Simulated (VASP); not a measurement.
Write the native input for VASP 6.6.1 that does the following.

- Task: single point
- Functional: PBE0
- Potentials or basis: VASP PAW PBE potentials, release 64 (Ge_d)
- Cutoff: 520 eV
- k mesh: 4 × 4 × 4
- Occupations: fermi-dirac, width 0.05 eV
- Spin: no spin polarisation
- Dipole correction: no
- Grid for exact exchange (PRECFOCK): Normal
- Further INCAR settings: ALGO = Normal; EDIFF = 1e-07; NBANDS = 21
- Share of exact exchange: 0.25

Ge:

```xyz
2
Lattice="0.0000 2.8800 2.8800 2.8800 0.0000 2.8800 2.8800 2.8800 0.0000" Properties=species:S:1:pos:R:3 pbc="T T T"
Ge    0.0346    0.0346    0.0346
Ge    1.4400    1.4400    1.4400
```

The input as run:

POSCAR

```
Ge
1.0
    0.0000000000      2.8800000000      2.8800000000
    2.8800000000      0.0000000000      2.8800000000
    2.8800000000      2.8800000000      0.0000000000
Ge
2
Direct
    0.0060140653      0.0060140653      0.0060140653
    0.2500000000      0.2500000000      0.2500000000
```

INCAR.step1

```
ALGO = Normal
EDIFF = 1E-5
ENCUT = 520
GGA = PE
ISIF = 2
ISMEAR = -1
LASPH = T
LCHARG = F
LREAL = F
LWAVE = T
NBANDS = 21
NELM = 60
PREC = Accurate
SIGMA = 0.05
```

INCAR.step2

```
AEXX = 0.25
ALGO = Normal
EDIFF = 1E-7
ENCUT = 520
GGA = PE
ISIF = 2
ISMEAR = -1
ISTART = 1
LASPH = T
LCHARG = F
LHFCALC = T
LREAL = F
LWAVE = F
NBANDS = 21
NELM = 60
PREC = Accurate
PRECFOCK = Normal
SIGMA = 0.05
```

KPOINTS

```
k-points
0
Gamma
  4 4 4
```

Potentials or basis: VASP PAW PBE potentials, release 64 (Ge_d).

Run with:

```bash
$ cat potpaw_PBE.64/Ge_d/POTCAR > POTCAR
$ cp INCAR.step1 INCAR
$ mpirun -np 1 vasp_std > vasp.out
$ cp INCAR.step2 INCAR
$ mpirun -np 1 vasp_std > vasp.out
```

Results of the run:

* Pressure: -2.8 GPa
* Largest force: 0.773 eV/Å
* Band gap on the k mesh: 0.93 eV

Caveat: the k points lie up to 0.47 Å⁻¹ apart; the PAW data sets were made with another functional, which shifts forces and pressure a little.

Wall time 53 min on 1 thread of AMD EPYC 7R43 64-Core Processor (Zen 3), with other jobs on the host, peak memory 0.14 GiB.
